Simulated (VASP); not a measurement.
Here is a VASP 6.6.1 calculation.

File INCAR:

```
SYSTEM = SnTe
PREC = Accurate ; ENCUT = 520
EDIFF = 1E-6 ; ISMEAR = -1
SIGMA = 0.08 ; LREAL = .FALSE.
LASPH = .TRUE. ; NELM = 100
ALGO = Normal ; ISIF = 2
LWAVE = .FALSE. ; LCHARG = .FALSE.
GGA = PS ; NBANDS = 17
```

The input KPOINTS:

```
Automatic mesh
0
G
  11 11 11
  0 0 0
```

The input POSCAR:

```
SnTe
1.0
    0.0000000000      3.0933700000      3.1565000000
    3.0933700000      0.0000000000      3.1565000000
    3.0933700000      3.0933700000      0.0000000000
Sn Te
1 1
Direct
    0.0000000000      0.0000000000      0.0000000000
    0.5000000000      0.5000000000      0.5000000000
```

Potentials or basis: VASP PAW PBE potentials, release 64 (Sn_d, Te).

The run is started by

```bash
$ cat potpaw_PBE.64/Sn_d/POTCAR potpaw_PBE.64/Te/POTCAR > POTCAR
$ mpirun -np 1 vasp_std > vasp.out
```

(1) Estimate the pressure.

(2) Estimate the band gap on the k mesh.

Results:

(1) 1.5 GPa.

(2) 0.39 eV (least direct gap 0.41 eV).

Caveat: the cell differs from its parent crystal (equal xx and yy strain of -2 %); the PAW data sets were made with another functional, which shifts forces and pressure a little; spin-orbit coupling is left out, which moves the levels of the heavy elements; an odd mesh through Γ misses points on the zone boundary, where band edges can lie.
